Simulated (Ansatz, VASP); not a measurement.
## AlN in VASP and in Ansatz

The input POSCAR:

```
AlN
1.0
    0.0000000000      2.0188684697      2.0188684697
    1.9381137309      0.0000000000      2.0188684697
    1.9381137309      2.0188684697      0.0000000000
Al N
1 1
Direct
    0.0000000000      0.0000000000      0.0000000000
    0.5000000000      0.5000000000      0.5000000000
```

Contents of INCAR.step1:

```
ALGO     = Normal         # electronic algorithm
EDIFF    = 1E-5           # SCF threshold, eV
ENCUT    = 520            # plane-wave cutoff, eV
GGA      = PE             # functional
ISIF     = 2              # what is computed and relaxed
ISMEAR   = 0              # smearing method
LASPH    = True           # aspherical terms in the spheres
LREAL    = False          # projectors in reciprocal space
LWAVE    = True           # write WAVECAR
NBANDS   = 11             # bands
NELM     = 60             # most SCF steps
PREC     = Accurate       # precision mode
SIGMA    = 0.01           # smearing width, eV
```

Contents of INCAR.step2:

```
ALGO     = Normal         # electronic algorithm
EDIFF    = 1E-7           # SCF threshold, eV
ENCUT    = 520            # plane-wave cutoff, eV
GGA      = PE             # functional
HFSCREEN = 0.2079         # screening, 1/A
ISIF     = 2              # what is computed and relaxed
ISMEAR   = 0              # smearing method
ISTART   = 1            
LASPH    = True           # aspherical terms in the spheres
LCHARG   = True           # write CHGCAR
LELF     = True           # ELF
LHFCALC  = True           # exact exchange
LREAL    = False          # projectors in reciprocal space
LVHAR    = True         
LWAVE    = False          # write WAVECAR
NBANDS   = 11             # bands
NELM     = 60             # most SCF steps
PREC     = Accurate       # precision mode
PRECFOCK = Normal       
SIGMA    = 0.01           # smearing width, eV
```

Contents of KPOINTS:

```
k-points
0
Gamma
  8 8 8
```

Input for Ansatz:

```yaml
crystal:
  lattice:
    - [0.0, 2.0188684697, 2.0188684697]
    - [1.9381137309, 0.0, 2.0188684697]
    - [1.9381137309, 2.0188684697, 0.0]
  atoms:
    - { symbol: Al, position: [0.0, 0.0, 0.0] }
    - { symbol: "N", position: [0.5, 0.5, 0.5] }
kpoints:
  mp_grid: { grid: [8, 8, 8] }
  band_path:
    path:
      - [0.0, 0.0, 0.0]
      - [0.5, 0.0, 0.5]
      - [0.625, 0.25, 0.625]
      - [0.375, 0.375, 0.75]
      - [0.5, 0.5, 0.5]
      - [0.5, 0.25, 0.75]
      - [0.0, 0.5, 0.5]
    npoints: 1
hamiltonian:
  xc: hse06
scf:
  occupations: { method: fixed }
  n_extra_bands: 4
output:
  forces: true
  stress: true
  eigenvalues: true
```

Change from the starting cell: uniaxial_x strain -4.0%.

Alike in both runs: task single point; functional HSE06; k mesh 8 × 8 × 8; no spin polarisation.

|  | VASP | Ansatz |
| --- | --- | --- |
| version | VASP 6.6.1 | Ansatz 0.2.0 |
| potentials or method | VASP PAW PBE potentials, release 64 (Al, N) | plane waves, PAW |
| plane-wave cutoff (eV) | 520 | 420 |
| occupations | gaussian, width 0.01 eV | fixed |
| valence electrons in the cell | 8 | 8 |

VASP gave:

| Quantity | Value |
| --- | --- |
| gap on the k mesh at the Fermi level (eV) | 6.09 |
| pressure (GPa) | 11.7 |
| traceless stress, the component that is largest in VASP (GPa) | 10.58 |

Q: What did Ansatz give for the same quantities?

A: gap on the k mesh at the Fermi level (eV): 6.08; pressure (GPa): 11.6; traceless stress, the component that is largest in VASP (GPa): 10.65.

Ansatz's warnings: stress exchange threshold loose, stress scf threshold loose.
